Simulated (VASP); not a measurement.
# FeO (Wuestite) (R-3m) in VASP: notebook, part 2 of 2

VASP 6.6.1.

**3. Single point, PBE+D3(BJ)+U, collinear spin, ferromagnetic start**

File INCAR:

```
PREC = Accurate
ENCUT = 520
EDIFF = 1E-6
ISMEAR = -1
SIGMA = 0.05
LREAL = F
LASPH = T
NELM = 150
ALGO = Normal
ISIF = 2
LWAVE = F
LCHARG = T
ISPIN = 2
MAGMOM = -0.36 0
LORBIT = 11
LMAXMIX = 4
LDAU = T
LDAUTYPE = 2
LDAUL = 2 -1
LDAUU = 1 0
LDAUJ = 0 0
LDAUPRINT = 1
GGA = PE
IVDW = 12
LELF = T
LVHAR = T
NBANDS = 18
```

File KPOINTS:

```
regular mesh
0
Gamma
  11 11 11
```

File POSCAR:

```
FeO
1.0
    1.5188209023      0.8768916568      2.5195772846
   -1.5188209023      0.8768916568      2.5195772846
    0.0000000000     -1.7537833136      2.5195772846
Fe O
1 1
Direct
    0.0000000000      0.0000000000      0.0000000000
    0.5000000000      0.5000000000      0.5000000000
```

Potentials or basis: VASP PAW PBE potentials, release 64 (Fe, O).

The run is started by

```sh
$ cat potpaw_PBE.64/Fe/POTCAR potpaw_PBE.64/O/POTCAR > POTCAR
$ mpirun -np 1 vasp_std > vasp.out
```

OUTCAR:

```text
PREC = Accurate
   ENCUT = 520
   EDIFF = 1E-6
   ISMEAR = -1
   LREAL = F
   LASPH = T
   NELM = 150
   ISIF = 2
   ISPIN = 2
   LORBIT = 11
   GGA = PE
   IVDW = 12
 IVDW          = 12

 ion  position               nearest neighbor table
   1  0.000  0.000  0.000-   2 2.16   2 2.16   2 2.16   2 2.16   2 2.16   2 2.16
   2  0.500  0.500  0.500-   1 2.16   1 2.16   1 2.16   1 2.16   1 2.16   1 2.16

  LATTYP: Found a trigonal (rhomboedric) cell.
 ALAT       =     3.0698575869
 COS(alpha) =     0.5104391626

  Lattice vectors:

 A1 = (   1.5188209023,   0.8768916568,   2.5195772846)
 A2 = (  -1.5188209023,   0.8768916568,   2.5195772846)
 A3 = (   0.0000000000,  -1.7537833136,   2.5195772846)

Analysis of symmetry for initial positions (statically):
=====================================================================
 Subroutine PRICEL returns:
 Original cell was already a primitive cell.

 Routine SETGRP: Setting up the symmetry group for a
[... 235 lines left out ...]
      3       2.9772      1.00000
      4       2.9772      1.00000
      5       5.5330      1.00000
      6       5.5330      1.00000
[... 1001 lines left out ...]
     17      32.5816      0.00000
     18      34.3488      0.00000

 [... further k-points ...]

------------------------ aborting loop because EDIFF is reached ----------------------------------------

 Edisp (eV)   -0.39590

 E8    (eV) :    -0.1519

  FORCE on cell =-STRESS in cart. coord.  units (eV):
  Direction    XX          YY          ZZ          XY          YZ          ZX
  --------------------------------------------------------------------------------------
  -------------------------------------------------------------------------------------
  Total      -0.46584    -0.46584    -0.61350     0.00000     0.00000     0.00000
  in kB     -37.06973   -37.06973   -48.81927     0.00000     0.00000     0.00000
  external pressure =      -40.99 kB  Pullay stress =        0.00 kB

 VOLUME and BASIS-vectors are now :
 -----------------------------------------------------------------------------
  energy-cutoff  :      520.00
  volume of cell :       20.13
      direct lattice vectors                 reciprocal lattice vectors
     1.518820902  0.876891657  2.519577285     0.329202738  0.190065290  0.132297324
    -1.518820902  0.876891657  2.519577285    -0.329202738  0.190065290  0.132297324
     0.000000000 -1.753783314  2.519577285     0.000000000 -0.380130579  0.132297324

 POSITION                                       TOTAL-FORCE (eV/Angst)
 -----------------------------------------------------------------------------------
      0.00000      0.00000      0.00000        -0.000000     -0.000000      0.000000
      0.00000      0.00000      3.77937         0.000000      0.000000     -0.000000
 -----------------------------------------------------------------------------------
    total drift:                               -0.000000      0.000000     -0.000000

  FREE ENERGIE OF THE ION-ELECTRON SYSTEM (eV)
  ---------------------------------------------------
  free  energy   TOTEN  =       -14.8074919069 eV

  energy  without entropy=      -14.7959118046  energy(sigma->0) =      -14.80170186

 total charge

# of ion       s       p       d       tot
------------------------------------------
    1        0.287   0.357   6.077   6.722
    2        1.555   3.441   0.000   4.996
--------------------------------------------------
tot          1.843   3.798   6.077  11.718

 magnetization (x)

# of ion       s       p       d       tot
------------------------------------------
    1       -0.027  -0.021  -3.620  -3.668
    2       -0.028  -0.249   0.000  -0.277
--------------------------------------------------
tot         -0.054  -0.269  -3.620  -3.944
```

stdout:

```text
POSCAR found type information on POSCAR FeO
 POSCAR found :  2 types and       2 ions
 scaLAPACK will be used
 LDA part: xc-table for (Slater+PW92), standard interpolation
 POSCAR, INCAR and KPOINTS ok, starting setup
 FFT: planning ... GRIDC
 FFT: planning ... GRID_SOFT
 FFT: planning ... GRID
 WAVECAR not read
 entering main loop
```

It took 5.3 min on 1 thread of Intel Xeon Platinum 8488C (Sapphire Rapids), shared host; peak memory 0.23 GiB.

What came out:

```
Free energy                                           : -14.8075 eV
Pressure                                              : -4.1 GPa
Band gap on the k mesh                                : zero (filled and empty bands overlap)
Net moment                                            : -4.00 μB per cell
Site moments                                          : Fe -3.67; O -0.28 μB
Valence electrons inside the program's atomic spheres : Fe 6.72; O 5.00
Dispersion energy per atom                            : -0.198 eV
```

Eigenvalues of the final occupation matrices:
```
    site  spin  trace               eigenvalues
site 1 d     1   1.24  0.14 0.14 0.27 0.34 0.34
site 1 d     2   4.86  0.95 0.95 0.96 1.00 1.00
```

Caveat: three body term missing; a cell with one magnetic atom can't hold antiferromagnetic order, which such compounds often take; pairwise dispersion overbinds metals, which lowers pressure and volume.

**4. Single point, PBEsol+D3(BJ)+U, collinear spin, ferromagnetic start**

File INCAR:

```
SYSTEM = FeO
ALGO = Normal ; EDIFF = 1E-7
ENCUT = 520 ; GGA = PS
ISIF = 2 ; ISMEAR = -5
ISPIN = 2 ; IVDW = 12
LASPH = .TRUE. ; LCHARG = .FALSE.
LDAU = .TRUE. ; LDAUJ = 0 0
LDAUL = 2 -1 ; LDAUPRINT = 1
LDAUTYPE = 2 ; LDAUU = 3 0
LMAXMIX = 4 ; LORBIT = 11
LREAL = .FALSE. ; LWAVE = .FALSE.
MAGMOM = 2.28 0 ; NBANDS = 18
NELM = 150 ; PREC = Accurate
SIGMA = 0.05
```

File KPOINTS:

```
k-points
0
G
  11 11 11
  0 0 0
```

POSCAR is that of step 3.

The run is started by

```sh
$ cat potpaw_PBE.64/Fe/POTCAR potpaw_PBE.64/O/POTCAR > POTCAR
$ mpirun -np 1 vasp_std > vasp.out
```

It took 76 s on 1 thread of Intel Xeon Platinum 8488C (Sapphire Rapids), shared host; peak memory 0.23 GiB.

The run converged. Its results:

| Item | Value |
| --- | --- |
| Free energy | -14.6480 eV |
| Pressure | -12.1 GPa |
| Band gap on the k mesh | zero (filled and empty bands overlap) |
| Net moment | 4.00 μB per cell |
| Site moments | Fe +3.76; O +0.23 μB |
| Valence electrons inside the program's atomic spheres | Fe 6.73; O 4.98 |
| Dispersion energy per atom | -0.166 eV |

Stress tensor (GPa, compression positive):
```
-11.65   0.00   0.00
  0.00 -11.65   0.00
  0.00   0.00 -12.86
```

Levels at points of the mesh, in eV from the Fermi level:
Spin up:
```tsv
k point	band 7	band 8	band 9	band 10	band 11	band 12
(0.00, 0.00, 0.00)	-4.08	-3.97	-3.97	-0.35	14.90	15.24
```
Spin down:
```tsv
k point	band 2	band 3	band 4	band 5	band 6	band 7	band 8	band 9
(0.00, 0.00, 0.00)	-3.62	-3.51	-3.51	-0.79	-0.69	-0.69	0.40	0.74
```

Eigenvalues of the final occupation matrices:
| site | spin | trace | eigenvalues |
| --- | --- | --- | --- |
| site 1 d | 1 | 4.91 | 0.96 0.96 0.96 1.01 1.01 |
| site 1 d | 2 | 1.19 | 0.12 0.12 0.31 0.31 0.32 |

Caveat: three body term missing; the PAW data sets were made with another functional, which shifts forces and pressure a little; a cell with one magnetic atom can't hold antiferromagnetic order, which such compounds often take; pairwise dispersion overbinds metals, which lowers pressure and volume; tetrahedron occupations give inexact forces and stress in metals.

**5. The runs side by side**

```csv
task,level,U,k mesh,smearing,gap on the mesh (eV),pressure (GPa),moment (μB)
vibrations by perturbation theory,PBE,-,8 × 8 × 8,fermi-dirac 0.05 eV,-,-,4.00
single point,PBE+D3(BJ)+U,Fe d U = 1.0 eV,11 × 11 × 11,fermi-dirac 0.05 eV,none,-4.1,4.00
single point,PBEsol+D3(BJ)+U,Fe d U = 3.0 eV,11 × 11 × 11,tetrahedron,none,-12.1,4.00
```

Alike in all rows: potentials or basis VASP PAW PBE potentials, release 64 (Fe, O); spin collinear, ferromagnetic start; cell as given; cutoff (eV) 520.

Caveats: a cell with one magnetic atom can't hold antiferromagnetic order, which such compounds often take; three body term missing (some runs); pairwise dispersion overbinds metals, which lowers pressure and volume (some runs); the PAW data sets were made with another functional, which shifts forces and pressure a little (some runs); tetrahedron occupations give inexact forces and stress in metals (some runs).

Total energies depend on the potentials used, so only differences within one code and one set of settings carry meaning.
